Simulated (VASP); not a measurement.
Wanted: the native input for a VASP 6.6.1 run.

| Quantity | Value |
| --- | --- |
| Task | single point |
| Functional | PBEsol |
| Potentials or basis | VASP PAW PBE potentials, release 64 (Na_pv, F) |
| Cutoff | 520 eV |
| k mesh | 10 × 10 × 10 |
| Occupations | gaussian, width 0.05 eV |
| Spin | no spin polarisation |
| Dipole correction | no |
| Further INCAR settings | ALGO = Normal; EDIFF = 1e-07; NBANDS = 14 |

The structure of NaF lies in POSCAR:

```
NaF
1.0
    0.1207710295      2.3852278333      2.3852278333
    2.3852278333      0.1207710295      2.3852278333
    2.3852278333      2.3852278333      0.1207710295
Na F
1 1
Direct
    0.0000000000      0.0000000000      0.0000000000
    0.5000000000      0.5000000000      0.5000000000
```

This cell differs from its parent crystal: ratio of the length along [111] to the lengths across it x 1.08, volume and fractional coordinates fixed.

These files were run (other wordings do the same):

INCAR

```
SYSTEM = NaF
PREC = Accurate
ENCUT = 520
EDIFF = 1E-7
ISMEAR = 0
SIGMA = 0.05
LREAL = .False.
LASPH = .True.
NELM = 100
ALGO = Normal
ISIF = 2
LWAVE = .False.
LCHARG = .True.
GGA = PS
LELF = .True.
LVHAR = .True.
NBANDS = 14
```

KPOINTS

```
regular mesh
0
Gamma
  10 10 10
  0 0 0
```

Potentials or basis: VASP PAW PBE potentials, release 64 (Na_pv, F).

The run is started by

```sh
$ cat potpaw_PBE.64/Na_pv/POTCAR potpaw_PBE.64/F/POTCAR > POTCAR
$ mpirun -np 1 vasp_std > vasp.out
```

Results of the run:

```
Pressure               : -0.6 GPa
Band gap on the k mesh : 6.01 eV, direct
```

Caveat: the PAW data sets were made with another functional, which shifts forces and pressure a little.

Run time: 19 s on 1 thread of Intel(R) Xeon(R) 6975P-C (Granite Rapids), with other jobs on the host, peak memory 0.17 GiB.
